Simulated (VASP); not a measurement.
# Ga2SbP3 (Imm2) in VASP: single point with PBEsol

Aim: the single point of Ga2SbP3 with PBEsol.

Everything below comes from runs of VASP 6.6.1. Logs are shortened: lines on timing, memory, paths and dates and some standing lists are left out, and cuts for length are marked.

## 1. The cell of the first run

The structure is orthorhombic, space group Imm2 (No. 44). The conventional cell has a = 3.851 Å, b = 13.937 Å, c = 4.760 Å, α = 90.00°, β = 90.00°, γ = 90.00°. Within 3.1 Å of Ga (site symmetry m) lie 4 P at 2.36 to 2.49 Å. Sb (site symmetry mm2) has 4 P at 2.59 to 2.65 Å within 3.4 Å. P (site symmetry m) has 3 Ga at 2.36 Å and 1 Sb at 2.65 Å within 3.1 Å. P (site symmetry mm2) has 2 Ga at 2.49 Å and 2 Sb at 2.59 Å within 3.3 Å.

## 2. Single point, PBEsol

INCAR

```
PREC = Accurate ; ENCUT = 520
EDIFF = 1E-6 ; ISMEAR = -1
SIGMA = 0.03 ; LREAL = False
LASPH = True ; NELM = 80
ALGO = Normal ; ISIF = 2
LWAVE = False ; LCHARG = False
GGA = PS ; NBANDS = 32
```

KPOINTS

```
regular mesh
0
Gamma
  6 6 6
```

POSCAR

```
Ga2SbP3
1.0
   -1.9256767608      6.9686638959      2.3798960767
    1.9256767608     -6.9686638959      2.3798960767
    1.9256767608      6.9686638959     -2.3798960767
Ga Sb P
2 1 3
Direct
    0.4065724934      0.2404368656      0.1661356278
    0.0743012378      0.2404368656      0.8338643722
    0.6850675792      0.1850675792      0.5000000000
    0.3397312214      0.0216104666      0.3181207548
    0.7034897118      0.0216104666      0.6818792452
    0.0498357464      0.0498357464      0.0000000000
```

Potentials or basis: VASP PAW PBE potentials, release 64 (Ga_d, Sb, P).

Launch:

```
cat potpaw_PBE.64/Ga_d/POTCAR potpaw_PBE.64/Sb/POTCAR potpaw_PBE.64/P/POTCAR > POTCAR
mpirun -np 1 vasp_std > vasp.out
```

OUTCAR:

```text
PREC = Accurate
   ENCUT = 520
   EDIFF = 1E-6
   ISMEAR = -1
   LREAL = False
   LASPH = True
   NELM = 80
   ISIF = 2
   GGA = PS

 ion  position               nearest neighbor table
   1  0.407  0.240  0.166-   5 2.36   5 2.36   4 2.36   6 2.49
   2  0.074  0.240  0.834-   4 2.36   4 2.36   5 2.36   6 2.49
   3  0.685  0.185  0.500-   6 2.59   6 2.59   5 2.65   4 2.65
   4  0.340  0.022  0.318-   2 2.36   2 2.36   1 2.36   3 2.65
   5  0.703  0.022  0.682-   1 2.36   1 2.36   2 2.36   3 2.65
   6  0.050  0.050  0.000-   1 2.49   2 2.49   3 2.59   3 2.59

  LATTYP: Found a body centered orthorhombic cell.
 ALAT       =     3.8513535216
 B/A-ratio  =     1.2358751610
 C/A-ratio  =     3.6188128962

  Lattice vectors:

 A1 = (   1.9256767608,  -6.9686638959,  -2.3798960767)
 A2 = (  -1.9256767608,  -6.9686638959,   2.3798960767)
 A3 = (  -1.9256767608,   6.9686638959,  -2.3798960767)

Analysis of symmetry for initial positions (statically):
=====================================================================
 Subroutine PRICEL returns:
 Original cell was already a primitive cell.

 Routine SETGRP: Setting up the symmetry group for a
 body centered orthorhombic supercell.

 Subroutine GETGRP returns: Found  4 space group operations
 (whereof  4 operations were pure point group operations)
 out of a pool of  8 trial point group operations.

The static configuration has the point symmetry C_2v.

Analysis of symmetry for dynamics (positions and initial velocities):
=====================================================================
 Subroutine PRICEL returns:
 Original cell was already a primitive cell.

 Routine SETGRP: Setting up the symmetry group for a
 body centered orthorhombic supercell.

 Subroutine GETGRP returns: Found  4 space group operations
 (whereof  4 operations were pure point group operations)
 out of a pool of  8 trial point group operations.

The dynamic configuration has the point symmetry C_2v.

 Subroutine INISYM returns: Found  4 space group operations
 (whereof  4 operations are pure point group operations),
 and found     1 'primitive' translations

----------------------------------------------------------------------------------------

                                     Primitive cell

  volume of cell :     127.7471

  direct lattice vectors                    reciprocal lattice vectors
    -1.925676761  6.968663896  2.379896077     0.000000000  0.071749765  0.210093207
     1.925676761 -6.968663896  2.379896077     0.259648976  0.000000000  0.210093207
     1.925676761  6.968663896 -2.379896077     0.259648976  0.071749765  0.000000000

  length of vectors
     7.611465878  7.611465878  7.611465878     0.222007172  0.334001118  0.269380066

  position of ions in fractional coordinates (direct lattice)
     0.406572493  0.240436866  0.166135628
     0.074301238  0.240436866  0.833864372
     0.685067579  0.185067579  0.500000000
     0.339731221  0.021610467  0.318120755
     0.703489712  0.021610467  0.681879245
     0.049835746  0.049835746  0.000000000

  ion indices of the primitive-cell ions
   primitive index   ion index
                 1           1
                 2           2
                 3           3
                 4           4
                 5           5
                 6           6

----------------------------------------------------------------------------------------

 KPOINTS: regular mesh

Automatic generation of k-mesh.
 Grid dimensions read from file:
 generate k-points for:    6    6    6

 Generating k-lattice:

  Cartesian coordinates                     Fractional coordinates (reciprocal lattice)
     0.000000000  0.011958294  0.035015535     0.166666667 -0.000000000  0.000000000
     0.043274829  0.000000000  0.035015535    -0.000000000  0.166666667  0.000000000
     0.043274829  0.011958294  0.000000000     0.000000000  0.000000000  0.166666667

  Length of vectors
     0.037001195  0.055666853  0.044896678

  Shift w.r.t. Gamma in fractional coordinates (k-lattice)
     0.000000000  0.000000000  0.000000000

 Subroutine IBZKPT returns following result:
 ===========================================

 Found     46 irreducible k-points:

 Following reciprocal coordinates:
            Coordinates               Weight
  0.000000  0.000000  0.000000      1.000000
  0.166667 -0.000000  0.000000      4.000000
  0.333333 -0.000000  0.000000      4.000000
  0.500000  0.000000  0.000000      2.000000
  0.000000  0.166667  0.000000      4.000000
  0.166667  0.166667  0.000000      8.000000
[... 16 lines left out ...]
 -0.166667  0.166667  0.166667      2.000000
  0.166667  0.333333  0.166667      4.000000
 [... further k-points ...]
   k-points           NKPTS =     46   k-points in BZ     NKDIM =     46   number of bands    NBANDS=     32
   number of dos      NEDOS =    301   number of ions     NIONS =      6
   total plane-waves  NPLWV = 216000
   dimension x,y,z NGX =    60 NGY =   60 NGZ =   60
   dimension x,y,z NGXF=   120 NGYF=  120 NGZF=  120
   ions per type =               2   1   3
   NGX,Y,Z   is equivalent  to a cutoff of  13.10, 13.10, 13.10 a.u.
   NGXF,Y,Z  is equivalent  to a cutoff of  26.21, 26.21, 26.21 a.u.
 SYSTEM =  unknown system
   PREC   = accura    normal or accurate (medium, high low for compatibility)
   ISTART =      0    job   : 0-new  1-cont  2-samecut
   ICHARG =      2    charge: 1-file 2-atom 10-const
   ISPIN  =      1    spin polarized calculation?
   LNONCOLLINEAR =      F non collinear calculations
   LSORBIT =      F    spin-orbit coupling
   LASPH  =      T    aspherical Exc in radial PAW
   ENCUT  =  520.0 eV  38.22 Ry    6.18 a.u.  14.15 14.15 14.15*2*pi/ulx,y,z
   NELM   =     80;   NELMIN=  2; NELMDL= -5     # of ELM steps
   EDIFF  = 0.1E-05   stopping-criterion for ELM
   LREAL  =      F    real-space projection
   EDIFFG = 0.1E-04   stopping-criterion for IOM
   NSW    =      0    number of steps for IOM
   IBRION =     -1    ionic relax: 0-MD 1-quasi-New 2-CG
   NFREE  =      0    steps in history (QN), initial steepest desc. (CG)
   ISIF   =      2    stress and relaxation
   ISYM   =      2    0-nonsym 1-usesym 2-fastsym
   POTIM  = 0.5000    time-step for ionic-motion
   TEBEG  =    0.0;   TEEND  =   0.0 temperature during run
   PSTRESS=    0.0 pullay stress
   NELECT =      46.0000    total number of electrons
   NUPDOWN=      -1.0000    fix difference up-down
   EMIN   =  10.00;   EMAX   =-10.00  energy-range for DOS
   EFERMI =   0.00;   METHOD = LEGACY
   ISMEAR =    -1;   SIGMA  =   0.03  broadening in eV -4-tet -1-fermi 0-gaus
   EFERMI_NEDOS =   21; number of points for ismear=-14 and -15
   IALGO  =     38    algorithm
   IMIX   =      4    mixing-type and parameters
     AMIX     =   0.40;   BMIX     =  1.00
     AMIX_MAG =   1.60;   BMIX_MAG =  1.00
  volume/ion in A,a.u.               =      21.29       143.68
  Fermi-wavevector in a.u.,A,eV,Ry     =   1.164690  2.200946 18.456352  1.356504
  Thomas-Fermi vector in A             =   2.301225
   LORBIT       =      0    0 simple, 1 ext, 2 COOP (PROOUT), +10 PAW based schemes
   GGA     = PS    functional components
   LHFCALC =     F    Hartree Fock is set to
   AEXX    =    0.0000 exact exchange contribution
   IVDW    =     0    specifies the selected vdW correction
   LEPSILON=     F    determine dielectric tensor
   LRPA    =     F    only Hartree local field effects (RPA)
 non-spin polarized calculation
  energy-cutoff  :      520.00
  volume of cell :      127.75
 maximum number of plane-waves:      3474
 NGX is ok and might be reduce to    60
   NGX = 29   NGY = 29   NGZ = 29

 number of electron      45.9999996 magnetization

 Free energy of the ion-electron system (eV)
  ---------------------------------------------------
  ext. energy  EPLUGINS =         0.00000000
  ---------------------------------------------------
  free energy    TOTEN  =       -28.82666274 eV

  energy without entropy =      -28.82340862  energy(sigma->0) =      -28.82503568

 E-fermi :   6.0887     XC(G=0): -10.0731

 val. band max:        6.0878533165   @ k =  -0.1667  -0.3333   0.1667
 cond. band min:       6.1037673355   @ k =  -0.3333   0.3333   0.1667
 fundamental gap:      0.0159140189
 Fermi energy:         6.0886609363

 k-point     1 :       0.0000    0.0000    0.0000
  band No.  band energies     occupation
      1      -9.1921      2.00000
      2      -9.1266      2.00000
      3      -9.0810      2.00000
      4      -9.0769      2.00000
      5      -9.0618      2.00000
      6      -9.0611      2.00000
[... 24 lines left out ...]
     31      11.2495      0.00000
     32      12.0660      0.00000

 k-point     2 :       0.1667   -0.0000    0.0000
  band No.  band energies     occupation
      1      -9.1875      2.00000
      2      -9.1322      2.00000
      3      -9.0816      2.00000
      4      -9.0768      2.00000
      5      -9.0663      2.00000
      6      -9.0637      2.00000
[... 24 lines left out ...]
     31      10.8423      0.00000
     32      11.1863      0.00000

 k-point     3 :       0.3333   -0.0000    0.0000
  band No.  band energies     occupation
      1      -9.1757      2.00000
      2      -9.1434      2.00000
      3      -9.0883      2.00000
      4      -9.0757      2.00000
      5      -9.0727      2.00000
      6      -9.0682      2.00000
[... 24 lines left out ...]
     31      10.6124      0.00000
     32      11.1291      0.00000

 k-point     4 :       0.5000    0.0000    0.0000
  band No.  band energies     occupation
      1      -9.1663      2.00000
      2      -9.1511      2.00000
      3      -9.0952      2.00000
      4      -9.0734      2.00000
      5      -9.0730      2.00000
      6      -9.0726      2.00000
[... 654 lines left out ...]
     31      11.2380      0.00000
     32      11.8277      0.00000

 k-point    23 :      -0.1667    0.1667    0.1667
  band No.  band energies     occupation
      1      -9.1792      2.00000
      2      -9.1440      2.00000
      3      -9.1091      2.00000
      4      -9.0794      2.00000
      5      -9.0616      2.00000
      6      -9.0543      2.00000
[... 24 lines left out ...]
     31       9.7128      0.00000
     32      10.2273      0.00000

 k-point    24 :       0.1667    0.3333    0.1667
  band No.  band energies     occupation
      1      -9.1799      2.00000
      2      -9.1768      2.00000
      3      -9.1005      2.00000
      4      -9.0760      2.00000
      5      -9.0717      2.00000
      6      -9.0645      2.00000
[... 24 lines left out ...]
     31      11.7652      0.00000
     32      12.3826      0.00000

 [... further k-points ...]
[... 5 lines left out ...]
  --------------------------------------------------------------------------------------
  -------------------------------------------------------------------------------------
  Total        0.0612681      0.0725793      0.0729218      0.0000000      0.0000000      0.0000000
  in kB        0.7684116      0.9102742      0.9145704      0.0000000      0.0000000      0.0000000
  external PRESSURE =       0.8644187 kB  Pullay stress =       0.0000000 kB

 VOLUME and BASIS-vectors are now :
 -----------------------------------------------------------------------------
  energy-cutoff  :      520.00
  volume of cell :      127.75
      direct lattice vectors                 reciprocal lattice vectors
    -1.925676761  6.968663896  2.379896077     0.000000000  0.071749765  0.210093207
     1.925676761 -6.968663896  2.379896077     0.259648976  0.000000000  0.210093207
     1.925676761  6.968663896 -2.379896077     0.259648976  0.071749765  0.000000000

 POSITION                                       TOTAL-FORCE (eV/Angst)
 -----------------------------------------------------------------------------------
      0.00000      2.31549      1.14443         0.000000      0.007232      0.005798
      1.92568      4.65318     -1.23547         0.000000     -0.007232      0.005798
      0.00000      6.96866      0.88088        -0.000000     -0.000000     -0.054355
      0.00000      4.43375      0.10286         0.000000     -0.009287     -0.009406
      0.00000      9.50357      0.10286         0.000000      0.009287     -0.009406
      0.00000      0.00000      0.23721         0.000000      0.000000      0.061572
 -----------------------------------------------------------------------------------
    total drift:                               -0.000002     -0.000003     -0.000434

  FREE ENERGIE OF THE ION-ELECTRON SYSTEM (eV)
  ---------------------------------------------------
  free  energy   TOTEN  =       -28.8266627445 eV

  energy  without entropy=      -28.8234086191  energy(sigma->0) =      -28.82503568
```

It took 15 min on 1 thread of AMD EPYC 7R13, shared host; peak memory 0.57 GiB.

What came out:

```
Free energy            : -28.8267 eV
Pressure               : 0.1 GPa
Largest force          : 0.062 eV/Å
Band gap on the k mesh : zero (band 23 reaches 6.23 eV, above the bottom of band 24 at 5.90 eV)
```

Forces on the atoms (eV/Å):
```
Ga   0.000  0.007  0.006
Ga   0.000 -0.007  0.006
Sb   0.000  0.000 -0.054
P    0.000 -0.009 -0.009
P    0.000  0.009 -0.009
P    0.000  0.000  0.062
```

Caveat: the PAW data sets were made with another functional, which shifts forces and pressure a little; spin-orbit coupling is left out, which moves the levels of the heavy elements.
